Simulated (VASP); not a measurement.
C:

```
C
1.0
     1.22803    0.70900    3.34701
    -1.22803    0.70900    3.34701
     0.00000   -1.41801    3.34701
C
2
Direct
  0.83600 0.83600 0.83600
  0.16400 0.16400 0.16400
```

* Program: VASP 6.6.1
* Task: relaxation of cell and atoms
* Functional: PBEsol
* Potentials or basis: VASP PAW PBE potentials, release 64 (C)
* Cutoff: 600 eV
* k mesh: 10 × 10 × 10
* Occupations: gaussian, width 0.02 eV
* Spin: no spin polarisation

At the start: pressure 1.4 GPa; volume 8.74 Å³/atom.

**Question.** Where does the relaxation end?

**Answer.** Over 11 steps the energy falls by 14.0 meV/atom and the volume is 9.52 Å³/atom (+8.9 %); space group R-3m (No. 166, to 0.05 Å).

Step by step:
```tsv
step	energy change (eV)	largest force (eV/Å)	pressure (GPa)	volume (Å³)
1	0.0000	0.8756	1.44	17.48
2	-0.0140	0.5268	-2.22	17.68
3	-0.0233	0.0160	-0.73	17.61
4	-0.0230	0.0484	2.78	17.52
5	-0.0238	0.0115	0.77	17.57
6	-0.0243	0.0127	0.62	17.64
7	-0.0256	0.0169	0.59	17.83
8	-0.0272	0.0260	0.41	18.23
9	-0.0280	0.0473	0.15	19.01
10	-0.0245	0.2766	-2.34	19.21
11	-0.0281	0.0080	-0.14	19.04
```

Final structure:
```cif
data_structure
_symmetry_space_group_name_H-M 'P 1'
_symmetry_Int_Tables_number 1
_cell_length_a 3.8992
_cell_length_b 3.8992
_cell_length_c 3.8992
_cell_angle_alpha 36.781
_cell_angle_beta 36.781
_cell_angle_gamma 36.781
_cell_volume 19.04
loop_
_atom_site_label
_atom_site_type_symbol
_atom_site_fract_x
_atom_site_fract_y
_atom_site_fract_z
_atom_site_occupancy
C1 C 0.83332 0.83332 0.83332 1
C2 C 0.16668 0.16668 0.16668 1
```

Caveat: the PAW data sets were made with another functional, which shifts forces and pressure a little.
